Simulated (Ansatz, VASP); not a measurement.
**RbCu2Os in VASP and in Ansatz**

```
Rb Cu Os
1.0
     2.84158    0.00000    0.00000
    -1.42079    2.46088    0.00000
     0.00000    0.00000   10.19708
Rb Cu Os
1 2 1
Direct
  0.33333 0.66667 0.00000
  0.00000 0.00000 0.70060
  0.00000 0.00000 0.29940
  0.66667 0.33333 0.50000
```

Alike in both runs: functional PBE; k mesh 6 × 6 × 2; occupations gaussian, width 0.1 eV; no spin polarisation.

Ansatz relaxed the structure, and its values are those at the end. VASP's run is a single point on that final structure, the one shown.

|  | VASP | Ansatz |
| --- | --- | --- |
| version | VASP 6.6.1 | Ansatz 0.2.0 |
| potentials or method | VASP PAW PBE potentials, release 64 (Rb_sv, Cu, Os), cutoff 520 eV | scalar-relativistic, plane waves, PAW |
| valence electrons in the cell | 39 | 63 |

```csv
,VASP,Ansatz,Ansatz less VASP
gap on the k mesh at the Fermi level (eV),none,none,-
pressure (GPa),0.4,0.0,-0.38
rms of the force components (eV/Å),0.000,0.004,+0.0037
```

A gap of «none» marks a metal or a gap that the smearing closes. The functional is the same, so the differences come from potentials, cutoffs and numerics. VASP's potentials hold 39 valence electrons a cell and Ansatz's 63, so a difference there can come from the potentials and not from the codes.

The k mesh is coarse, so the values compare programs but aren't converged. Neither program's run includes spin-orbit coupling.
